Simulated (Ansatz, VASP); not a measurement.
## Two plane-wave programs on Si2W

```
Si W
1.0
     4.61685    0.00000    0.00000
    -2.30843    3.99831    0.00000
     0.00000    0.00000    6.65322
Si W
6 3
Direct
  0.83637 0.67275 0.50000
  0.16363 0.83637 0.83333
  0.67275 0.83637 0.16667
  0.16363 0.32725 0.50000
  0.83637 0.16363 0.83333
  0.32725 0.16363 0.16667
  0.00000 0.50000 0.16667
  0.50000 0.50000 0.83333
  0.50000 0.00000 0.50000
```

Alike in both runs: task single point; functional PBE; k mesh 9 × 9 × 6; occupations gaussian, width 0.05 eV; no spin polarisation.

```csv
,VASP,Ansatz
version,VASP 6.6.1,Ansatz 0.2.0
potentials or method,"VASP PAW PBE potentials, release 64 (Si, W_sv), cutoff 520 eV","scalar-relativistic, plane waves, PAW"
valence electrons in the cell,66,66
```

Ansatz gave:

| Property | Result |
| --- | --- |
| gap on the k mesh at the Fermi level (eV) | 0.14 |
| rms of the force components (eV/Å) | 0.003 |

What did VASP give for the same quantities?

gap on the k mesh at the Fermi level (eV): 0.14; rms of the force components (eV/Å): 0.001.

Atom by atom the forces differ by 0.002 eV/Å (rms over components). With one functional, cell and mesh, what is left measures potentials, basis and numerics.

Neither program's run includes spin-orbit coupling.
